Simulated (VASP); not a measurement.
# GaSb3 (Fm-3m) in VASP: notebook

The runs below take GaSb3 through single point, vibrations by perturbation theory, elastic constants, with PBEsol.

Everything below comes from runs of VASP 6.6.1. Logs are shortened: lines on timing, memory, paths and dates and some standing lists are left out, and cuts for length are marked.

### Step 1. The cell of the first run

The structure is cubic, space group Fm-3m (No. 225). Conventional cell: a = 7.461 Å, b = 7.461 Å, c = 7.461 Å, α = 90.00°, β = 90.00°, γ = 90.00°. Within 4.3 Å of Sb (site symmetry m-3m) lie 8 Sb at 3.23 Å and 6 Ga at 3.73 Å. Sb (site symmetry -43m) has 10 Sb at 3.23 to 3.73 Å and 4 Ga at 3.23 Å within 4.3 Å. Ga (site symmetry m-3m) has 14 Sb at 3.23 to 3.73 Å within 4.3 Å.

### Step 2. Single point, PBEsol

The input, POSCAR:

```
GaSb3
1.0
    0.0000000000      3.7305950000      3.7305950000
    3.7305950000      0.0000000000      3.7305950000
    3.7305950000      3.7305950000      0.0000000000
Sb Ga
3 1
Direct
    0.5000000000      0.5000000000      0.5000000000
    0.7500000000      0.7500000000      0.7500000000
    0.2500000000      0.2500000000      0.2500000000
    0.0000000000      0.0000000000      0.0000000000
```

The input, INCAR.step1:

```
ALGO = Normal ; EDIFF = 1E-6
ENCUT = 520 ; GGA = PS
ISIF = 2 ; ISMEAR = -1
LASPH = T ; LCHARG = T
LREAL = F ; LWAVE = F
NBANDS = 22 ; NELM = 100
PREC = Accurate ; SIGMA = 0.05
```

The input, KPOINTS.step1:

```
k-points
0
Gamma
  6 6 6
```

The input, INCAR.step2:

```
ALGO = Normal ; EDIFF = 1E-6
ENCUT = 520 ; GGA = PS
ICHARG = 11 ; ISIF = 2
ISMEAR = -5 ; LASPH = T
LCHARG = F ; LORBIT = 10
LREAL = F ; LWAVE = F
NBANDS = 22 ; NEDOS = 2001
NELM = 100 ; PREC = Accurate
SIGMA = 0.05
```

The input, KPOINTS.step2:

```
k-points
0
Gamma
  9 9 9
```

Potentials or basis: VASP PAW PBE potentials, release 64 (Sb, Ga_d).

The run is started by

```
> cat potpaw_PBE.64/Sb/POTCAR potpaw_PBE.64/Ga_d/POTCAR > POTCAR
> cp INCAR.step1 INCAR
> cp KPOINTS.step1 KPOINTS
> mpirun -np 1 vasp_std > vasp.out
> cp INCAR.step2 INCAR
> cp KPOINTS.step2 KPOINTS
> mpirun -np 1 vasp_std > vasp.out
```

OUTCAR:

```text
EDIFF = 1E-6
   ENCUT = 520
   GGA = PS
   ICHARG = 11
   ISIF = 2
   ISMEAR = -5
   LASPH = T
   LORBIT = 10
   LREAL = F
   NELM = 100
   PREC = Accurate

 ion  position               nearest neighbor table
   1  0.500  0.500  0.500-   3 3.23   3 3.23   3 3.23   2 3.23   3 3.23   2 3.23   2 3.23   2 3.23

   2  0.750  0.750  0.750-   1 3.23   1 3.23   1 3.23   1 3.23   4 3.23   4 3.23   4 3.23   4 3.23
                             3 3.73   3 3.73   3 3.73   3 3.73   3 3.73   3 3.73
   3  0.250  0.250  0.250-   4 3.23   4 3.23   4 3.23   1 3.23   4 3.23   1 3.23   1 3.23   1 3.23
                             2 3.73   2 3.73   2 3.73   2 3.73   2 3.73   2 3.73
   4  0.000  0.000  0.000-   2 3.23   2 3.23   2 3.23   2 3.23   3 3.23   3 3.23   3 3.23   3 3.23

  LATTYP: Found a face centered cubic cell.
 ALAT       =     7.4611900000

  Lattice vectors:

 A1 = (   0.0000000000,   3.7305950000,   3.7305950000)
 A2 = (   3.7305950000,   0.0000000000,   3.7305950000)
 A3 = (   3.7305950000,   3.7305950000,   0.0000000000)

Analysis of symmetry for initial positions (statically):
=====================================================================
 Subroutine PRICEL returns:
 Original cell was already a primitive cell.

 Routine SETGRP: Setting up the symmetry group for a
 face centered cubic supercell.

 Subroutine GETGRP returns: Found 48 space group operations
 (whereof 48 operations were pure point group operations)
 out of a pool of 48 trial point group operations.

The static configuration has the point symmetry O_h .

Analysis of symmetry for dynamics (positions and initial velocities):
=====================================================================
 Subroutine PRICEL returns:
 Original cell was already a primitive cell.

 Routine SETGRP: Setting up the symmetry group for a
 face centered cubic supercell.

 Subroutine GETGRP returns: Found 48 space group operations
 (whereof 48 operations were pure point group operations)
 out of a pool of 48 trial point group operations.

The dynamic configuration has the point symmetry O_h .

 Subroutine INISYM returns: Found 48 space group operations
 (whereof 48 operations are pure point group operations),
 and found     1 'primitive' translations

----------------------------------------------------------------------------------------

                                     Primitive cell

  volume of cell :     103.8399

  direct lattice vectors                    reciprocal lattice vectors
     0.000000000  3.730595000  3.730595000    -0.134026878  0.134026878  0.134026878
     3.730595000  0.000000000  3.730595000     0.134026878 -0.134026878  0.134026878
     3.730595000  3.730595000  0.000000000     0.134026878  0.134026878 -0.134026878

  length of vectors
     5.275858045  5.275858045  5.275858045     0.232141362  0.232141362  0.232141362

  position of ions in fractional coordinates (direct lattice)
     0.500000000  0.500000000  0.500000000
     0.750000000  0.750000000  0.750000000
     0.250000000  0.250000000  0.250000000
     0.000000000  0.000000000  0.000000000

  ion indices of the primitive-cell ions
   primitive index   ion index
                 1           1
                 2           2
                 3           3
                 4           4

----------------------------------------------------------------------------------------

 KPOINTS: k-points

Automatic generation of k-mesh.
 Grid dimensions read from file:
 generate k-points for:    9    9    9

 Generating k-lattice:

  Cartesian coordinates                     Fractional coordinates (reciprocal lattice)
    -0.014891875  0.014891875  0.014891875     0.111111111  0.000000000  0.000000000
     0.014891875 -0.014891875  0.014891875     0.000000000  0.111111111  0.000000000
     0.014891875  0.014891875 -0.014891875     0.000000000  0.000000000  0.111111111

  Length of vectors
     0.025793485  0.025793485  0.025793485

  Shift w.r.t. Gamma in fractional coordinates (k-lattice)
     0.000000000  0.000000000  0.000000000

 TETIRR: Found    115 inequivalent tetrahedra from     4374

 Subroutine IBZKPT returns following result:
 ===========================================

 Found     35 irreducible k-points:

 Following reciprocal coordinates:
            Coordinates               Weight
  0.000000  0.000000  0.000000      1.000000
  0.111111  0.000000  0.000000      8.000000
  0.222222  0.000000  0.000000      8.000000
  0.333333  0.000000  0.000000      8.000000
  0.444444  0.000000  0.000000      8.000000
  0.111111  0.111111  0.000000      6.000000
[... 16 lines left out ...]
 -0.333333  0.333333  0.000000     12.000000
  0.444444  0.444444  0.000000      6.000000
 [... further k-points ...]
   k-points           NKPTS =     35   k-points in BZ     NKDIM =     35   number of bands    NBANDS=     22
   number of dos      NEDOS =   2001   number of ions     NIONS =      4
   total plane-waves  NPLWV =  64000
   dimension x,y,z NGX =    40 NGY =   40 NGZ =   40
   dimension x,y,z NGXF=    80 NGYF=   80 NGZF=   80
   ions per type =               3   1
   NGX,Y,Z   is equivalent  to a cutoff of  12.60, 12.60, 12.60 a.u.
   NGXF,Y,Z  is equivalent  to a cutoff of  25.21, 25.21, 25.21 a.u.
 SYSTEM =  unknown system
   PREC   = accura    normal or accurate (medium, high low for compatibility)
   ISTART =      0    job   : 0-new  1-cont  2-samecut
   ICHARG =     11    charge: 1-file 2-atom 10-const
   ISPIN  =      1    spin polarized calculation?
   LNONCOLLINEAR =      F non collinear calculations
   LSORBIT =      F    spin-orbit coupling
   LASPH  =      T    aspherical Exc in radial PAW
   ENCUT  =  520.0 eV  38.22 Ry    6.18 a.u.   9.81  9.81  9.81*2*pi/ulx,y,z
   NELM   =    100;   NELMIN=  2; NELMDL=  0     # of ELM steps
   EDIFF  = 0.1E-05   stopping-criterion for ELM
   LREAL  =      F    real-space projection
   EDIFFG = 0.1E-04   stopping-criterion for IOM
   NSW    =      0    number of steps for IOM
   IBRION =     -1    ionic relax: 0-MD 1-quasi-New 2-CG
   NFREE  =      0    steps in history (QN), initial steepest desc. (CG)
   ISIF   =      2    stress and relaxation
   ISYM   =      2    0-nonsym 1-usesym 2-fastsym
   POTIM  = 0.5000    time-step for ionic-motion
   TEBEG  =    0.0;   TEEND  =   0.0 temperature during run
   PSTRESS=    0.0 pullay stress
   NELECT =      28.0000    total number of electrons
   NUPDOWN=      -1.0000    fix difference up-down
   EMIN   =  10.00;   EMAX   =-10.00  energy-range for DOS
   EFERMI =   0.00;   METHOD = LEGACY
   ISMEAR =    -5;   SIGMA  =   0.05  broadening in eV -4-tet -1-fermi 0-gaus
   EFERMI_NEDOS =   21; number of points for ismear=-14 and -15
   IALGO  =     38    algorithm
   IMIX   =      4    mixing-type and parameters
     AMIX     =   0.40;   BMIX     =  1.00
     AMIX_MAG =   1.60;   BMIX_MAG =  1.00
  volume/ion in A,a.u.               =      25.96       175.19
  Fermi-wavevector in a.u.,A,eV,Ry     =   1.057644  1.998657 15.219617  1.118610
  Thomas-Fermi vector in A             =   2.192924
   LORBIT       =     10    0 simple, 1 ext, 2 COOP (PROOUT), +10 PAW based schemes
   GGA     = PS    functional components
   LHFCALC =     F    Hartree Fock is set to
   AEXX    =    0.0000 exact exchange contribution
   IVDW    =     0    specifies the selected vdW correction
   LEPSILON=     F    determine dielectric tensor
   LRPA    =     F    only Hartree local field effects (RPA)
 non-spin polarized calculation
 Fermi weights with tetrahedron method with Bloechl corrections
  energy-cutoff  :      520.00
  volume of cell :      103.84
 maximum number of plane-waves:      2822

 number of electron      28.0000014 magnetization

 Free energy of the ion-electron system (eV)
  ---------------------------------------------------
  ext. energy  EPLUGINS =         0.00000000
  ---------------------------------------------------
  free energy    TOTEN  =       -16.27907732 eV

  energy without entropy =      -16.27907732  energy(sigma->0) =      -16.27907732

 E-fermi :   7.2757     XC(G=0): -10.2978

 val. band max:        7.5330792084   @ k =   0.4444   0.4444   0.0000
 cond. band min:       7.0689331414   @ k =   0.1111   0.1111   0.0000
 fundamental gap:     -0.4641460671
 Fermi energy:         7.2756986056

 k-point     1 :       0.0000    0.0000    0.0000
  band No.  band energies     occupation
      1      -7.4983      2.00000
      2      -7.4983      2.00000
      3      -7.4983      2.00000
      4      -7.4855      2.00000
      5      -7.4855      2.00000
      6      -5.1298      2.00000
[... 14 lines left out ...]
     21      14.0319      0.00000
     22      14.0319      0.00000

 k-point     2 :       0.1111    0.0000    0.0000
  band No.  band energies     occupation
      1      -7.4989      2.00000
      2      -7.4981      2.00000
      3      -7.4981      2.00000
      4      -7.4856      2.00000
      5      -7.4856      2.00000
      6      -5.0349      2.00000
[... 14 lines left out ...]
     21      13.1908      0.00000
     22      13.8225      0.00000

 k-point     3 :       0.2222    0.0000    0.0000
  band No.  band energies     occupation
      1      -7.5004      2.00000
      2      -7.4974      2.00000
      3      -7.4974      2.00000
      4      -7.4857      2.00000
      5      -7.4857      2.00000
      6      -4.7530      2.00000
[... 14 lines left out ...]
     21      12.1724      0.00000
     22      13.1074      0.00000
[... 476 lines left out ...]
 k-point    23 :      -0.3333    0.3333    0.0000
  band No.  band energies     occupation
      1      -7.5018      2.00000
      2      -7.4986      2.00000
      3      -7.4949      2.00000
      4      -7.4881      2.00000
      5      -7.4857      2.00000
      6      -3.0654      2.00000
[... 14 lines left out ...]
     21      12.5113      0.00000
     22      14.9511      0.00000

 k-point    24 :       0.4444    0.4444    0.0000
  band No.  band energies     occupation
      1      -7.5065      2.00000
      2      -7.4941      2.00000
      3      -7.4941      2.00000
      4      -7.4900      2.00000
      5      -7.4846      2.00000
      6      -3.1828      2.00000
[... 14 lines left out ...]
     21      11.8933      0.00000
     22      12.6083      0.00000

 [... further k-points ...]
[... 5 lines left out ...]
  --------------------------------------------------------------------------------------
  -------------------------------------------------------------------------------------
  Total       -1.2757685     -1.2757685     -1.2757685     -0.0000000      0.0000000      0.0000000
  in kB      -19.6842166    -19.6842166    -19.6842166     -0.0000000      0.0000000      0.0000000
  external PRESSURE =     -19.6842166 kB  Pullay stress =       0.0000000 kB

 VOLUME and BASIS-vectors are now :
 -----------------------------------------------------------------------------
  energy-cutoff  :      520.00
  volume of cell :      103.84
      direct lattice vectors                 reciprocal lattice vectors
     0.000000000  3.730595000  3.730595000    -0.134026878  0.134026878  0.134026878
     3.730595000  0.000000000  3.730595000     0.134026878 -0.134026878  0.134026878
     3.730595000  3.730595000  0.000000000     0.134026878  0.134026878 -0.134026878

 POSITION                                       TOTAL-FORCE (eV/Angst)
 -----------------------------------------------------------------------------------
      3.73060      3.73060      3.73060         0.000000      0.000000     -0.000000
      5.59589      5.59589      5.59589         0.000000      0.000000      0.000000
      1.86530      1.86530      1.86530        -0.000000     -0.000000     -0.000000
      0.00000      0.00000      0.00000         0.000000      0.000000     -0.000000
 -----------------------------------------------------------------------------------
    total drift:                               -0.000000      0.000000      0.000000

  FREE ENERGIE OF THE ION-ELECTRON SYSTEM (eV)
  ---------------------------------------------------
  free  energy   TOTEN  =       -16.2790773207 eV

  energy  without entropy=      -16.2790773207  energy(sigma->0) =      -16.27907732

 total charge

# of ion       s       p       d       tot
------------------------------------------
    1        1.256   1.043   0.042   2.340
    2        1.243   1.054   0.033   2.330
    3        1.243   1.054   0.033   2.330
    4        1.090   0.426   9.942  11.457
--------------------------------------------------
tot          4.830   3.576  10.051  18.457
```

It took 2.5 min on 1 thread of Intel Xeon 8259CL, shared host; peak memory 0.26 GiB.

Results:

```yaml
Valence_electrons_inside_the_program's_atomic_spheres: Sb 2.34, 2.33 (each value once); Ga 11.46
```

Caveat: the PAW data sets were made with another functional, which shifts forces and pressure a little; spin-orbit coupling is left out, which moves the levels of the heavy elements.

(Part 1 of 2 ends here.)
